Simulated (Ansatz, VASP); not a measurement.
**Sc: VASP beside Ansatz**

INCAR

```
ALGO = Normal ; EDIFF = 1E-7
ENCUT = 520 ; GGA = PE
ISIF = 2 ; ISMEAR = -1
LASPH = True ; LCHARG = False
LREAL = False ; LWAVE = False
NBANDS = 30 ; NELM = 60
PREC = Accurate ; SIGMA = 0.05
```

File KPOINTS:

```
k-points
0
Gamma
  5 5 8
```

The input POSCAR:

```
Sc
1.0
    5.4226760000      0.0000000000      0.0000000000
    0.0000000000      5.4226760000      0.0000000000
    0.0000000000      0.0000000000      3.4352060000
Sc
4
Direct
    0.0000000000      0.5000000000      0.4673360000
    0.5000000000      0.0000000000      0.5326640000
    0.0000000000      0.0000000000      0.0000000000
    0.5000000000      0.5000000000      0.0000000000
```

The input input.yaml:

```yaml
crystal:
  lattice:
    - [5.422676, 0.0, 0.0]
    - [0.0, 5.422676, 0.0]
    - [0.0, 0.0, 3.435206]
  atoms:
    - { symbol: Sc, position: [0.0, 0.5, 0.467336] }
    - { symbol: Sc, position: [0.5, 0.0, 0.532664] }
    - { symbol: Sc, position: [0.0, 0.0, 0.0] }
    - { symbol: Sc, position: [0.5, 0.5, 0.0] }
hamiltonian:
  xc: pbe
  pseudopotentials: { kind: paw }
kpoints:
  mp_grid: { grid: [5, 5, 8] }
scf:
  occupations: { method: fermi_dirac, width: 0.05 }
output:
  forces: true
  stress: true
  eigenvalues: true
  write_density: true
  write_potential: true
  elf: true
  volumetric_format: npy
```

Alike in both runs: task single point; functional PBE; k mesh 5 × 5 × 8; occupations fermi-dirac, width 0.05 eV; no spin polarisation.

```csv
,VASP,Ansatz
version,VASP 6.6.1,Ansatz 0.2.0
potentials or method,"VASP PAW PBE potentials, release 64 (Sc_sv)",Ansatz PAW
plane-wave cutoff (eV),520,420
valence electrons in the cell,44,44
```

|  | VASP | Ansatz | Ansatz less VASP |
| --- | --- | --- | --- |
| gap on the k mesh at the Fermi level (eV) | none | none | - |
| pressure (GPa) | -0.9 | -0.9 | -0.03 |
| traceless stress, the component that is largest in VASP (GPa) | 0.46 | 0.46 | +0.004 |
| rms of the force components (eV/Å) | 0.087 | 0.087 | -0.0003 |

Atom by atom the forces differ by 0.000 eV/Å (rms over components). A gap of «none» marks a metal or a gap that the smearing closes.
